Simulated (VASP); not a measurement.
Set up this calculation in VASP 6.6.1, as the native input.

| Item | Value |
| --- | --- |
| Task | single point |
| Functional | PBE |
| Potentials or basis | VASP PAW PBE potentials, release 64 (Si, O) |
| Cutoff | 520 eV |
| k mesh | 6 × 6 × 10 |
| Occupations | gaussian, width 0.05 eV |
| Spin | no spin polarisation |
| Dipole correction | no |
| Further INCAR settings | ALGO = Normal; EDIFF = 1e-07; NBANDS = 25 |

The structure of SiO2 lies in POSCAR:

```
SiO2
1.0
    3.9967865222      0.0000000000      0.0000000000
    0.0000000000      3.9967865222      0.0000000000
    0.0000000000      0.0000000000      2.5379511869
Si O
2 4
Direct
    0.5000000000      0.5000000000      0.5000000000
    0.0000000000      0.0000000000      0.0000000000
    0.6930127928      0.6930127928      0.0000000000
    0.1930127928      0.8069872072      0.5000000000
    0.3069872072      0.3069872072      0.0000000000
    0.8069872072      0.1930127928      0.5000000000
```

The input as run:

INCAR

```
SYSTEM = SiO2
ALGO     = Normal         ! electronic algorithm
EDIFF    = 1E-7           ! SCF threshold, eV
ENCUT    = 520            ! plane-wave cutoff, eV
GGA      = PE             ! functional
ISIF     = 2              ! what is computed and relaxed
ISMEAR   = 0              ! smearing method
LASPH    = .True.         ! aspherical terms in the spheres
LCHARG   = .False.        ! write CHGCAR
LREAL    = .False.        ! projectors in reciprocal space
LWAVE    = .False.        ! write WAVECAR
NBANDS   = 25             ! bands
NELM     = 100            ! most SCF steps
PREC     = Accurate       ! precision mode
SIGMA    = 0.05           ! smearing width, eV
```

KPOINTS

```
k-points
0
Gamma
  6 6 10
  0 0 0
```

Potentials or basis: VASP PAW PBE potentials, release 64 (Si, O).

Run with:

```bash
$ cat potpaw_PBE.64/Si/POTCAR potpaw_PBE.64/O/POTCAR > POTCAR
$ mpirun -np 1 vasp_std > vasp.out
```

It gave:

```
Pressure               : 75.5 GPa
Largest force          : 1.532 eV/Å
Band gap on the k mesh : 7.24 eV
```

Caveat: the cell stands under pressure; forces of over 1 eV/Å act on the atoms, so gaps and moduli don't describe the material at rest.

Wall time 40 s on 1 thread of Intel(R) Xeon(R) Platinum 8488C (Sapphire Rapids), with other jobs on the host, peak memory 0.17 GiB.
